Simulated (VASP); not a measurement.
Input of a VASP 6.6.1 run:

The input INCAR:

```
ALGO = Normal
EDIFF = 1E-7
EDIFFG = -0.04
ENCUT = 600
GGA = PE
IBRION = 2
ISIF = 3
ISMEAR = 0
LASPH = T
LCHARG = F
LREAL = F
LWAVE = F
NELM = 60
NSW = 90
PREC = Accurate
SIGMA = 0.1
```

KPOINTS

```
k-points
0
Gamma
  3 3 6
```

POSCAR

```
CdSn2O3
1.0
    6.1269432127      0.0000000000      0.0000000000
   -3.0634716064      5.3060884697      0.0000000000
    0.0000000000      0.0000000000      3.0842351050
Cd Sn O
1 2 3
Direct
    0.0000000000      0.0000000000      0.0000000000
    0.3333333333      0.6666666667      0.5000000000
    0.6666666667      0.3333333333      0.5000000000
    0.5000000000      0.0000000000      0.0000000000
    0.0000000000      0.5000000000      0.0000000000
    0.5000000000      0.5000000000      0.0000000000
```

Potentials or basis: VASP PAW PBE potentials, release 64 (Cd, Sn_d, O).

Run with:

```sh
$ cat potpaw_PBE.64/Cd/POTCAR potpaw_PBE.64/Sn_d/POTCAR potpaw_PBE.64/O/POTCAR > POTCAR
$ mpirun -np 1 vasp_std > vasp.out
```

(1) Predict the relaxed volume.

(2) Estimate the space group after relaxing (to 0.1 Å).

(3) Predict the band gap on the k mesh.

## Answers

(1) 16.55 Å³/atom.

(2) P6/mmm (No. 191).

(3) zero (bands 29 and 30 overlap by 1.38 eV).

Caveat: the k points lie up to 0.40 Å⁻¹ apart in the final cell, too coarse for converged energies and pressures of a metal; spin-orbit coupling is left out, which moves the levels of the heavy elements.
